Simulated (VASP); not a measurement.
# Cl in VASP: notebook, part 2 of 2

VASP 6.6.1. Earlier steps stand in the parts before.

### Step 3. Single point, r2SCAN+D3(BJ)

POSCAR reads:

```
Cl
1.0
    7.1137870000      0.0000000000      0.0000000000
    0.0000000000      7.1137870000      0.0000000000
    0.0000000000      0.0000000000      7.1137870000
Cl
12
Direct
    1.0658598578      0.2476177597      0.9141122724
    0.9899087504      0.2995732090      1.1878342717
    0.7046317243      0.7579085514      0.3707870365
    0.3968209900      0.7442449430      0.3446968542
    0.4844958107      0.1375779174      0.1303243968
    0.5784401473     -0.0105288505     -0.0818551357
    0.0417780291      0.7565168876      0.6765173037
    0.3063347272      0.8849013894      0.7721344482
    0.6284135300      0.4057192041      0.6947354482
    0.7202633422      0.2003714758      0.5265409268
    0.0495797808      0.7701945532      0.3345334911
    0.0089122713      0.7582037528      0.0275099606
```

INCAR.step1 reads:

```
SYSTEM = Cl
PREC     = Accurate       ! precision mode
ENCUT    = 520            ! plane-wave cutoff, eV
ISMEAR   = -1             ! smearing method
SIGMA    = 0.02           ! smearing width, eV
LREAL    = .False.        ! projectors in reciprocal space
LASPH    = .True.         ! aspherical terms in the spheres
NELM     = 80             ! most SCF steps
NBANDS   = 54             ! bands
GGA      = PE             ! functional
ALGO     = Normal         ! electronic algorithm
EDIFF    = 1E-4           ! SCF threshold, eV
LWAVE    = .True.         ! write WAVECAR
LCHARG   = .False.        ! write CHGCAR
```

INCAR.step2 reads:

```
SYSTEM = Cl
PREC     = Accurate       ! precision mode
ENCUT    = 520            ! plane-wave cutoff, eV
EDIFF    = 1E-7           ! SCF threshold, eV
ISMEAR   = -1             ! smearing method
SIGMA    = 0.02           ! smearing width, eV
LREAL    = .False.        ! projectors in reciprocal space
LASPH    = .True.         ! aspherical terms in the spheres
NELM     = 80             ! most SCF steps
ALGO     = Normal         ! electronic algorithm
ISIF     = 2              ! what is computed and relaxed
LWAVE    = .False.        ! write WAVECAR
LCHARG   = .False.        ! write CHGCAR
METAGGA  = R2SCAN         ! meta-GGA
LMIXTAU  = .True.       
IVDW     = 12             ! dispersion correction
VDW_S6   = 1.0          
VDW_S8   = 0.78981345   
VDW_A1   = 0.49484001   
VDW_A2   = 5.73083694   
NBANDS   = 54             ! bands
ISTART   = 1
```

KPOINTS reads:

```
regular mesh
0
Gamma
  1 1 1
  0 0 0
```

Potentials or basis: VASP PAW PBE potentials, release 64 (Cl).

On the command line:

```sh
$ cat potpaw_PBE.64/Cl/POTCAR > POTCAR
$ cp INCAR.step1 INCAR
$ mpirun -np 1 vasp_gam > vasp.out
$ cp INCAR.step2 INCAR
$ mpirun -np 1 vasp_gam > vasp.out
```

OUTCAR:

```text
SYSTEM = Cl
   PREC = Accurate
   ENCUT = 520
   EDIFF = 1E-7
   ISMEAR = -1
   LREAL = .False.
   LASPH = .True.
   NELM = 80
   ISIF = 2
   METAGGA = R2SCAN
   IVDW = 12
   ISTART = 1
 IVDW          = 12

 ion  position               nearest neighbor table
   1  0.066  0.248  0.914-   2 2.05
   2  0.990  0.300  0.188-   1 2.05
   3  0.705  0.758  0.371-   4 2.20  11 2.47
   4  0.397  0.744  0.345-   3 2.20  11 2.48
   5  0.484  0.138  0.130-   6 1.96
   6  0.578  0.989  0.918-   5 1.96   8 2.32
   7  0.042  0.757  0.677-   8 2.20  11 2.44  12 2.51
   8  0.306  0.885  0.772-   7 2.20   6 2.32
   9  0.628  0.406  0.695-  10 2.00
  10  0.720  0.200  0.527-   9 2.00
  11  0.050  0.770  0.335-  12 2.20   7 2.44   3 2.47   4 2.48
  12  0.009  0.758  0.028-  11 2.20   7 2.51

  LATTYP: Found a simple cubic cell.
 ALAT       =     7.1137870000

  Lattice vectors:

 A1 = (   7.1137870000,   0.0000000000,   0.0000000000)
 A2 = (   0.0000000000,   7.1137870000,   0.0000000000)
 A3 = (   0.0000000000,   0.0000000000,   7.1137870000)
[... 183 lines left out ...]
      4     -17.8527      2.00000
      5     -17.2466      2.00000
      6     -16.0901      2.00000
[... 46 lines left out ...]
     53       8.3377      0.00000
     54       8.5131      0.00000

------------------------ aborting loop because EDIFF is reached ----------------------------------------

 Edisp (eV)   -0.85894

 E8    (eV) :    -0.2150

  FORCE on cell =-STRESS in cart. coord.  units (eV):
  Direction    XX          YY          ZZ          XY          YZ          ZX
  --------------------------------------------------------------------------------------
  -------------------------------------------------------------------------------------
  Total      -0.40453     2.29736    -1.74465     0.63398    -1.29185    -0.56968
  in kB      -1.80036    10.22439    -7.76455     2.82154    -5.74935    -2.53534
  external pressure =        0.22 kB  Pullay stress =        0.00 kB

 VOLUME and BASIS-vectors are now :
 -----------------------------------------------------------------------------
  energy-cutoff  :      520.00
  volume of cell :      360.00
      direct lattice vectors                 reciprocal lattice vectors
     7.113787000  0.000000000  0.000000000     0.140572103  0.000000000  0.000000000
     0.000000000  7.113787000  0.000000000     0.000000000  0.140572103  0.000000000
     0.000000000  0.000000000  7.113787000     0.000000000  0.000000000  0.140572103

 POSITION                                       TOTAL-FORCE (eV/Angst)
 -----------------------------------------------------------------------------------
      0.46851      1.76150      6.50280        -0.312977      0.361438      1.113457
      7.04200      2.13110      1.33621         0.249769     -0.261401     -1.194550
      5.01260      5.39160      2.63770        -0.053175      0.063668     -0.525511
      2.82290      5.29440      2.45210        -0.057106      0.014893      0.066729
      3.44660      0.97870      0.92710         0.063391      0.335921      0.025933
      4.11490      7.03889      6.53149         0.388668     -0.008583      0.093965
      0.29720      5.38170      4.81260        -0.172855      0.331744      0.724341
      2.17920      6.29500      5.49280         0.017581     -0.239728     -0.478195
      4.47040      2.88620      4.94220         0.097524     -0.188648     -0.102647
      5.12380      1.42540      3.74570        -0.203010      0.234257      0.295491
      0.35270      5.47900      2.37980        -0.173326     -0.431602      0.268911
      0.06340      5.39370      0.19570         0.155515     -0.211958     -0.287924
 -----------------------------------------------------------------------------------
    total drift:                                0.000509     -0.001379     -0.002005

  FREE ENERGIE OF THE ION-ELECTRON SYSTEM (eV)
  ---------------------------------------------------
  free  energy   TOTEN  =       -74.9893567840 eV

  energy  without entropy=      -74.9893567840  energy(sigma->0) =      -74.98935678
```

OUTCAR.step1:

```text
SYSTEM = Cl
   PREC = Accurate
   ENCUT = 520
   ISMEAR = -1
   LREAL = .False.
   LASPH = .True.
   NELM = 80
[... 290 lines left out ...]
      5.12380      1.42540      3.74570        -0.130722      0.077293      0.134268
      0.35270      5.47900      2.37980        -0.134059     -0.432477      0.332413
      0.06340      5.39370      0.19570         0.127657     -0.223200     -0.391772
 -----------------------------------------------------------------------------------
    total drift:                               -0.001775     -0.007886     -0.001678

  FREE ENERGIE OF THE ION-ELECTRON SYSTEM (eV)
  ---------------------------------------------------
  free  energy   TOTEN  =       -22.5829160716 eV

  energy  without entropy=      -22.5829160716  energy(sigma->0) =      -22.58291607
```

Wall time 55 s (1 thread of Intel Xeon 6975P-C (Granite Rapids), shared host); peak memory 0.4 GiB.

What came out:

```yaml
Free_energy: -74.9894 eV
Pressure: 0.0 GPa
Largest_force: 1.248 eV/Å
Dispersion_energy_per_atom: -0.072 eV
```

Forces on the atoms (eV/Å):
```
Cl  -0.313  0.361  1.113
Cl   0.250 -0.261 -1.195
Cl  -0.053  0.064 -0.526
Cl  -0.057  0.015  0.067
Cl   0.063  0.336  0.026
Cl   0.389 -0.009  0.094
Cl  -0.173  0.332  0.724
Cl   0.018 -0.240 -0.478
Cl   0.098 -0.189 -0.103
Cl  -0.203  0.234  0.295
Cl  -0.173 -0.432  0.269
Cl   0.156 -0.212 -0.288
```

Stress tensor (GPa, compression positive):
```
-0.18  0.28 -0.25
 0.28  1.02 -0.57
-0.25 -0.57 -0.78
```

Caveat: the k points lie up to 0.88 Å⁻¹ apart; the atoms stand as in a frame of molecular dynamics; the PAW data sets were made with another functional, which shifts forces and pressure a little.
